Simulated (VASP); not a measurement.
GeP4:

```
Ge P
1.0
    -2.28083    2.28083    5.67551
     2.28083   -2.28083    5.67551
     2.28083    2.28083   -5.67551
Ge P
1 4
Direct
  0.00000 0.00000 0.00000
  0.25000 0.75000 0.50000
  0.75000 0.25000 0.50000
  0.38006 0.38006 0.00000
  0.61994 0.61994 0.00000
```

The cell was generated, and may not be a known phase.

```yaml
Program: VASP 6.6.1
Task: relaxation of cell and atoms
Functional: PBE
Potentials_or_basis: VASP PAW PBE potentials, release 64 (Ge_d, P)
Cutoff: 600 eV
k_mesh: 6 × 6 × 6
Occupations: gaussian, width 0.1 eV
Spin: no spin polarisation
```

At the start: pressure -11.9 GPa; volume 23.62 Å³/atom.

Question: Where does the relaxation end?

Answer: Over 33 steps the energy falls by 586.3 meV/atom and the volume is 16.42 Å³/atom (-30.5 %); space group I4/mmm (No. 139, to 0.1 Å) before and after.

Step by step:
| step | energy change (eV) | largest force (eV/Å) | pressure (GPa) | volume (Å³) |
| --- | --- | --- | --- | --- |
| 1 | 0.0000 | 1.2522 | -11.90 | 118.10 |
| 2 | -1.6230 | 0.9200 | -3.24 | 90.59 |
| 3 | -1.6916 | 0.7590 | 0.45 | 85.56 |
| 4 | -1.6913 | 0.7393 | 0.96 | 84.98 |
| 5 | -1.7671 | 0.8674 | 1.16 | 85.33 |
| 6 | -2.0277 | 0.7722 | 1.64 | 86.37 |
| 7 | -2.3458 | 0.7964 | 2.98 | 88.32 |
| 8 | -2.3525 | 0.3119 | 2.50 | 87.93 |
| 9 | -2.3563 | 0.5302 | 2.67 | 88.09 |
| 10 | -2.3876 | 0.6605 | 2.18 | 88.79 |
| 11 | -2.4344 | 0.7701 | 1.07 | 90.48 |
| 12 | -2.5607 | 0.1617 | -1.13 | 93.76 |
| 13 | -2.4064 | 0.3919 | -5.23 | 99.88 |
| 14 | -2.6122 | 0.0269 | -2.71 | 95.46 |
| 15 | -2.6164 | 0.0173 | -3.09 | 95.99 |
| 16 | -2.6514 | 0.1446 | -2.70 | 94.92 |
| 17 | -2.6542 | 0.2054 | -2.56 | 94.60 |
| 18 | -2.6784 | 0.2851 | -1.31 | 92.81 |
| 19 | -2.6816 | 0.4528 | 1.35 | 89.50 |
| 20 | -2.6872 | 0.3803 | 0.31 | 90.87 |
| 21 | -2.7003 | 0.3874 | 0.31 | 90.31 |
| 22 | -2.7334 | 0.3568 | 0.46 | 88.66 |
| 23 | -2.7814 | 0.4234 | 0.97 | 85.36 |
| 24 | -2.8541 | 0.6451 | 3.53 | 78.83 |
| 25 | -2.8453 | 0.4303 | 1.17 | 83.01 |
| 26 | -2.8878 | 0.0513 | 2.17 | 80.91 |
| 27 | -2.9120 | 0.2176 | 1.10 | 81.31 |
| 28 | -2.9163 | 0.3963 | 0.51 | 81.58 |
| 29 | -2.9164 | 0.3724 | 0.58 | 81.54 |
| 30 | -2.9256 | 0.2588 | 0.18 | 81.86 |
| 31 | -2.9307 | 0.0727 | -0.39 | 82.37 |
| 32 | -2.9308 | 0.0825 | -0.36 | 82.34 |
| 33 | -2.9316 | 0.0364 | -0.13 | 82.11 |

Final structure:
```
Ge P
1.0
    -2.31475    2.31475    3.83130
     2.31475   -2.31475    3.83130
     2.31475    2.31475   -3.83130
Ge P
1 4
Direct
  0.00000 0.00000 0.00000
  0.25000 0.75000 0.50000
  0.75000 0.25000 0.50000
  0.34093 0.34093 0.00000
  0.65907 0.65907 0.00000
```

Caveat: the volume moved by over 15 % at a fixed basis, so the end points are rough.
